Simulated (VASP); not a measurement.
**CoSi: relaxation of cell and atoms with PBE**

The system is CoSi.

```
Co Si
1.0
     2.78133    0.00000    0.00000
     0.00000    2.78133    0.00000
     0.00000    0.00000    2.78133
Co Si
1 1
Cartesian
  0.0000 0.0000 0.0000
  1.3907 1.3907 1.3907
```

* Program: VASP 6.6.1
* Task: relaxation of cell and atoms
* Functional: PBE
* Potentials or basis: VASP PAW PBE potentials, release 64 (Co, Si)
* Cutoff: 600 eV
* k mesh: 20 × 20 × 20
* Occupations: gaussian, width 0.1 eV
* Spin: collinear spin, ferromagnetic start
* Starting moments: [0.81, 0.0] μB
* Dipole correction: no
* Further INCAR settings: ALGO = Normal; EDIFF = 1e-07; IBRION = 2; EDIFFG = -0.01; NSW = 100; ISIF = 3

```yaml
Relaxed_volume: 10.79 Å³/atom
Relaxed_cell: a = 2.784 Å, b = 2.784 Å, c = 2.784 Å, α = 90.00°, β = 90.00°, γ = 90.00°
Space_group_after_relaxing_to_0.1_Å: Pm-3m (No. 221)
Energy_gained_by_relaxing: 0.1 meV/atom
Ionic_steps: 3
Pressure_after_relaxing: 0.0 GPa
Net_moment: 0.60 μB per cell
Site_moments: Co +0.59; Si +0.02 μB
Valence_electrons_inside_the_program's_atomic_spheres: Co 8.60; Si 1.57
```

Step by step:
```
step  energy change (eV)  largest force (eV/Å)  pressure (GPa)  volume (Å³)
   1              0.0000                0.0000            0.61        21.52
   2              0.0000                0.0000           -0.59        21.64
   3             -0.0001                0.0000            0.03        21.58
```

Final structure:
```cif
data_structure
_symmetry_space_group_name_H-M 'P 1'
_symmetry_Int_Tables_number 1
_cell_length_a 2.7842
_cell_length_b 2.7842
_cell_length_c 2.7842
_cell_angle_alpha 90.000
_cell_angle_beta 90.000
_cell_angle_gamma 90.000
_cell_volume 21.58
loop_
_atom_site_label
_atom_site_type_symbol
_atom_site_fract_x
_atom_site_fract_y
_atom_site_fract_z
_atom_site_occupancy
Co1 Co 0.00000 0.00000 0.00000 1
Si1 Si 0.50000 0.50000 0.50000 1
```

Levels at points of the mesh, in eV from the Fermi level:
Spin up:
```csv
k point,band 5,band 6,band 7,band 8,band 9,band 10
"(0.00, 0.00, 0.00)",-1.63,-1.63,2.94,2.94,2.94,7.36
"(0.50, 0.00, 0.00)",-2.87,-1.48,-0.84,6.63,7.97,7.97
"(0.50, 0.50, 0.00)",-2.42,-2.42,-1.16,1.26,1.60,8.01
"(0.50, 0.50, 0.50)",-1.12,-1.12,1.26,1.26,1.26,3.35
```
Spin down:
| k point | band 3 | band 4 | band 5 | band 6 | band 7 | band 8 | band 9 | band 10 |
| --- | --- | --- | --- | --- | --- | --- | --- | --- |
| (0.00, 0.00, 0.00) | -3.55 | -1.24 | -1.24 | -1.24 | 2.96 | 2.96 | 2.96 | 7.66 |
| (0.50, 0.00, 0.00) | -2.71 | -2.55 | -2.55 | -1.09 | 0.07 | 6.63 | 8.07 | 8.07 |
| (0.50, 0.50, 0.00) | -5.28 | -3.78 | -2.06 | -2.06 | -0.19 | 1.60 | 2.13 | 8.03 |
| (0.50, 0.50, 0.50) | -5.84 | -1.73 | -0.14 | -0.14 | 1.29 | 1.29 | 1.29 | 3.62 |

It took 99 s on 1 thread of Intel(R) Xeon(R) 6975P-C (Granite Rapids), on a shared host, peak memory 0.27 GiB.
